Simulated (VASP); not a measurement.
Wanted: the native input for a VASP 6.6.1 run.

| Quantity | Value |
| --- | --- |
| Task | single point |
| Functional | PBEsol |
| Potentials or basis | VASP PAW PBE potentials, release 64 (Al, Ga_d, N) |
| Cutoff | 520 eV |
| k mesh | 6 × 6 × 6 |
| Occupations | gaussian, width 0.05 eV |
| Spin | no spin polarisation |
| Dipole correction | no |
| Further INCAR settings | ALGO = Normal; EDIFF = 1e-07; NBANDS = 31 |

The structure of Al3GaN4 lies in POSCAR:

```
Al3GaN4
1.0
    4.2433197539      0.0000000000      0.0000000000
    0.0000000000      4.2433197539      0.0000000000
    0.0000000000      0.0000000000      3.9933882204
Al Ga N
3 1 4
Direct
    0.5000000000      0.5000000000      0.0000000000
    0.5000000000      0.0000000000      0.5000000000
    0.0000000000      0.5000000000      0.5000000000
    0.0000000000      0.0000000000      0.0000000000
    0.7447140287      0.7447140287      0.2552859713
    0.7447140287      0.2552859713      0.7447140287
    0.2552859713      0.7447140287      0.7447140287
    0.2552859713      0.2552859713      0.2552859713
```

One way to write it, as run:

INCAR

```
SYSTEM = Al3GaN4
  ALGO = Normal
  EDIFF = 1E-7
  ENCUT = 520
  GGA = PS
  ISIF = 2
  ISMEAR = 0
  LASPH = .True.
  LCHARG = .True.
  LELF = .True.
  LREAL = .False.
  LVHAR = .True.
  LWAVE = .False.
  NBANDS = 31
  NELM = 60
  PREC = Accurate
  SIGMA = 0.05
```

KPOINTS

```
k-points
0
Gamma
  6 6 6
  0 0 0
```

Potentials or basis: VASP PAW PBE potentials, release 64 (Al, Ga_d, N).

Run with:

```console
$ cat potpaw_PBE.64/Al/POTCAR potpaw_PBE.64/Ga_d/POTCAR potpaw_PBE.64/N/POTCAR > POTCAR
$ mpirun -np 1 vasp_std > vasp.out
```

Results of the run:

```
Pressure               : 48.4 GPa
Largest force          : 0.115 eV/Å
Band gap on the k mesh : 3.06 eV
```

Caveat: the cell stands under pressure; the PAW data sets were made with another functional, which shifts forces and pressure a little.

It took 2.7 min on 1 thread of AMD EPYC 7R13, on a shared host, peak memory 0.2 GiB.
